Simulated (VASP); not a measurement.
# V2N3 (Cm) in VASP: a series of runs, part 2 of 2

VASP 6.6.1. The steps go on from the part before.

## 3. Single point, PBEsol (atom 3 (N) moved +0.200 Å towards its neighbour atom 1 (V) at 2.020 Å)

INCAR reads:

```
SYSTEM = V2N3
  ALGO = Normal
  EDIFF = 1E-6
  ENCUT = 520
  GGA = PS
  ISIF = 2
  ISMEAR = 0
  LASPH = .TRUE.
  LCHARG = .FALSE.
  LREAL = .FALSE.
  LWAVE = .FALSE.
  NBANDS = 28
  NELM = 100
  PREC = Accurate
  SIGMA = 0.15
```

KPOINTS reads:

```
k-points
0
G
  18 18 8
  0 0 0
```

POSCAR reads:

```
V2N3
1.0
    2.7797869938      0.0000000000      0.0000000000
   -1.3898934969      2.4073661537      0.0000000000
    0.0000000000      0.0000000000      6.1963538749
V N
2 3
Direct
    0.6666666667      0.3333333333      0.3021155180
    0.3333333333      0.6666666667      0.6978844820
   -0.0330081038     -0.0660162075      0.4804046255
    0.0000000000      0.0000000000      0.1074399115
    0.0000000000      0.0000000000      0.8925600885
```

Potentials or basis: VASP PAW PBE potentials, release 64 (V_sv, N).

Started as:

```
$ cat potpaw_PBE.64/V_sv/POTCAR potpaw_PBE.64/N/POTCAR > POTCAR
$ mpirun -np 1 vasp_std > vasp.out
```

OUTCAR:

```text
SYSTEM = V2N3
   EDIFF = 1E-6
   ENCUT = 520
   GGA = PS
   ISIF = 2
   ISMEAR = 0
   LASPH = .TRUE.
   LREAL = .FALSE.
   NELM = 100
   PREC = Accurate

 ion  position               nearest neighbor table
   1  0.667  0.333  0.302-   3 1.82   4 2.01   4 2.01   4 2.01   3 2.02   3 2.02
   2  0.333  0.667  0.698-   5 2.01   5 2.01   5 2.01   3 2.04   3 2.04   3 2.22
   3  0.967  0.934  0.480-   1 1.82   1 2.02   1 2.02   2 2.04   2 2.04   2 2.22
[... 951 lines left out ...]
  --------------------------------------------------------------------------------------
  -------------------------------------------------------------------------------------
  Total        0.2285726      2.0383386      1.4919264      0.0000000      0.9947534      0.0000000
  in kB        8.8317099     78.7584266     57.6458556      0.0000000     38.4358178      0.0000000
  external PRESSURE =      48.4119974 kB  Pullay stress =       0.0000000 kB

 VOLUME and BASIS-vectors are now :
 -----------------------------------------------------------------------------
  energy-cutoff  :      520.00
  volume of cell :       41.47
      direct lattice vectors                 reciprocal lattice vectors
     2.779786994  0.000000000  0.000000000     0.359739794  0.207695867  0.000000000
    -1.389893497  2.407366154  0.000000000     0.000000000  0.415391734  0.000000000
     0.000000000  0.000000000  6.196353875     0.000000000  0.000000000  0.161385231

 POSITION                                       TOTAL-FORCE (eV/Angst)
 -----------------------------------------------------------------------------------
      1.38989      0.80246      1.87201         0.000000     -1.915108     -1.612211
     -0.00000      1.60491      4.32434        -0.000000     -0.842700     -0.561462
      1.38989      2.24844      2.97676         0.000000      2.694387      2.757512
      0.00000      0.00000      0.66574        -0.000000     -0.005985     -0.313370
      0.00000      0.00000      5.53062        -0.000000      0.069406     -0.270469
 -----------------------------------------------------------------------------------
    total drift:                               -0.000000      0.000010     -0.000069

  FREE ENERGIE OF THE ION-ELECTRON SYSTEM (eV)
  ---------------------------------------------------
  free  energy   TOTEN  =       -49.5406191906 eV

  energy  without entropy=      -49.5149218221  energy(sigma->0) =      -49.52777051
```

OSZICAR:

```text
N       E                     dE             d eps       ncg     rms          rms(c)
DAV:   1     0.511341300602E+03    0.51134E+03   -0.23573E+04 39024   0.164E+03
DAV:   2    -0.165087785613E+02   -0.52785E+03   -0.50864E+03 40160   0.522E+02
DAV:   3    -0.594012716875E+02   -0.42892E+02   -0.41915E+02 45840   0.145E+02
DAV:   4    -0.603317034370E+02   -0.93043E+00   -0.92729E+00 46168   0.217E+01
DAV:   5    -0.603442036535E+02   -0.12500E-01   -0.12493E-01 47912   0.248E+00    0.497E+01
DAV:   6    -0.543470805854E+02    0.59971E+01   -0.11748E+02 51812   0.806E+01    0.199E+01
DAV:   7    -0.516393864961E+02    0.27077E+01   -0.70959E+01 53460   0.674E+01    0.200E+01
DAV:   8    -0.507565673841E+02    0.88282E+00   -0.17768E+01 51176   0.251E+01    0.149E+01
DAV:   9    -0.496314762086E+02    0.11251E+01   -0.61419E+00 53180   0.164E+01    0.445E+00
DAV:  10    -0.495478328621E+02    0.83643E-01   -0.88981E-01 47720   0.717E+00    0.104E+00
DAV:  11    -0.495412325292E+02    0.66003E-02   -0.79956E-02 47052   0.240E+00    0.366E-01
DAV:  12    -0.495406589521E+02    0.57358E-03   -0.88889E-03 48588   0.894E-01    0.157E-01
DAV:  13    -0.495406203120E+02    0.38640E-04   -0.71358E-04 47192   0.265E-01    0.677E-02
DAV:  14    -0.495406315668E+02   -0.11255E-04   -0.22024E-04 49044   0.119E-01    0.450E-02
DAV:  15    -0.495406203030E+02    0.11264E-04   -0.94849E-05 49672   0.904E-02    0.930E-03
DAV:  16    -0.495406197698E+02    0.53325E-06   -0.10613E-05 43208   0.300E-02    0.909E-03
DAV:  17    -0.495406191906E+02    0.57912E-06   -0.42947E-06 33672   0.210E-02
   1 F= -.49540619E+02 E0= -.49527771E+02  d E =-.256974E-01
```

stdout:

```text
POSCAR found type information on POSCAR V N
 POSCAR found :  2 types and       5 ions
 scaLAPACK will be used
 -----------------------------------------------------------------------------
|                                                                             |
|                                                                             |
|     You enforced a specific xc type in the INCAR file but a different       |
|     I HOPE YOU KNOW WHAT YOU ARE DOING!                                     |
|                                                                             |
 -----------------------------------------------------------------------------

 LDA part: xc-table for (Slater+PW92), standard interpolation
 POSCAR, INCAR and KPOINTS ok, starting setup
 FFT: planning ... GRIDC
 FFT: planning ... GRID_SOFT
 FFT: planning ... GRID
 WAVECAR not read
 entering main loop
```

Wall time 5.5 min (1 thread of Intel Xeon 6975P-C (Granite Rapids), shared host); peak memory 0.69 GiB.

Results:

| Item | Value |
| --- | --- |
| Free energy | -49.5406 eV |
| Pressure | 4.8 GPa |
| Largest force | 3.855 eV/Å |
| Band gap on the k mesh | zero (an odd number of electrons rules out a gap without spin polarisation) |

Forces on the atoms (eV/Å):
```
V    0.000 -1.915 -1.612
V    0.000 -0.843 -0.561
N    0.000  2.694  2.758
N    0.000 -0.006 -0.313
N    0.000  0.069 -0.270
```

Caveat: the cell differs from its parent crystal (atom 3 (N) moved +0.200 Å towards its neighbour atom 1 (V) at 2.020 Å); the stress differs along the axes, from 1 to 8 GPa; the PAW data sets were made with another functional, which shifts forces and pressure a little; the run has no spin polarisation, though such a crystal can be magnetic.
